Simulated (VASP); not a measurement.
Crystal: ZnPb2.

```
Zn Pb
1.0
     5.44419    0.00000    0.00000
    -2.72209    4.71480    0.00000
     0.00000    0.00000    3.31021
Zn Pb
1 2
Direct
  0.00000 0.00000 0.00000
  0.33333 0.66667 0.50000
  0.66667 0.33333 0.50000
```

```yaml
Program: VASP 6.6.1
Task: relaxation of cell and atoms
Functional: PBE
Potentials_or_basis: VASP PAW PBE potentials, release 64 (Zn, Pb_d)
Cutoff: 600 eV
k_mesh: 12 × 12 × 14
Occupations: gaussian, width 0.1 eV
Spin: no spin polarisation
```

At the start: pressure 0.4 GPa; volume 28.32 Å³/atom.

Task: How do energy, volume and symmetry change on relaxing?

Result: Over 5 steps the energy falls by 2.1 meV/atom and the volume is 28.53 Å³/atom (+0.7 %); space group P6/mmm (No. 191, to 0.1 Å) before and after.

Step by step:
| step | energy change (eV) | largest force (eV/Å) | pressure (GPa) | volume (Å³) |
| --- | --- | --- | --- | --- |
| 1 | 0.0000 | 0.0000 | 0.36 | 84.97 |
| 2 | -0.0055 | 0.0000 | -0.05 | 85.76 |
| 3 | -0.0059 | 0.0000 | -0.22 | 86.05 |
| 4 | -0.0059 | 0.0000 | -0.21 | 86.01 |
| 5 | -0.0063 | 0.0000 | -0.04 | 85.60 |

Final structure:
```yaml
crystal:
  lattice:
    - [5.49503, 0.00000, 0.00000]
    - [-2.74752, 4.75884, 0.00000]
    - [0.00000, 0.00000, 3.27341]
  atoms:
    - { symbol: Zn, position: [0.00000, 0.00000, 0.00000] }
    - { symbol: Pb, position: [0.33333, 0.66667, 0.50000] }
    - { symbol: Pb, position: [0.66667, 0.33333, 0.50000] }
```
